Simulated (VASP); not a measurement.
Wanted: the native input for a VASP 6.6.1 run.

| Item | Value |
| --- | --- |
| Task | single point |
| Functional | PBE |
| Potentials or basis | VASP PAW PBE potentials, release 64 (Ca_sv, S) |
| Cutoff | 520 eV |
| k mesh | 10 × 10 × 10 |
| Occupations | gaussian, width 0.1 eV |
| Spin | no spin polarisation |
| Dipole correction | no |
| Further INCAR settings | ALGO = Normal; EDIFF = 1e-06; NBANDS = 26 |

The structure of Ca3S lies in POSCAR:

```
Ca3S
1.0
    4.9682681100      0.0000000000      0.0000000000
    0.0000000000      4.9682681100      0.0000000000
    0.0000000000      0.0000000000      4.9682681100
Ca S
3 1
Direct
    0.0000000000      0.5000000000      0.5000000000
    0.5000000000      0.0000000000      0.5000000000
    0.5000000000      0.5000000000      0.0000000000
    0.0000000000      0.0000000000      0.0000000000
```

The input as run:

INCAR

```
SYSTEM = Ca3S
PREC = Accurate
ENCUT = 520
EDIFF = 1E-6
ISMEAR = 0
SIGMA = 0.1
LREAL = .FALSE.
LASPH = .TRUE.
NELM = 60
ALGO = Normal
ISIF = 2
LWAVE = .FALSE.
LCHARG = .FALSE.
GGA = PE
NBANDS = 26
```

KPOINTS

```
Automatic mesh
0
G
  10 10 10
  0 0 0
```

Potentials or basis: VASP PAW PBE potentials, release 64 (Ca_sv, S).

Run with:

```console
$ cat potpaw_PBE.64/Ca_sv/POTCAR potpaw_PBE.64/S/POTCAR > POTCAR
$ mpirun -np 1 vasp_std > vasp.out
```

Results of the run:

```yaml
Pressure: 0.0 GPa
Band_gap_on_the_k_mesh: zero (bands 18 and 19 overlap by 1.56 eV)
```

Run time: 61 s on 1 thread of Intel(R) Xeon(R) 6975P-C (Granite Rapids), on a shared host, peak memory 0.33 GiB.
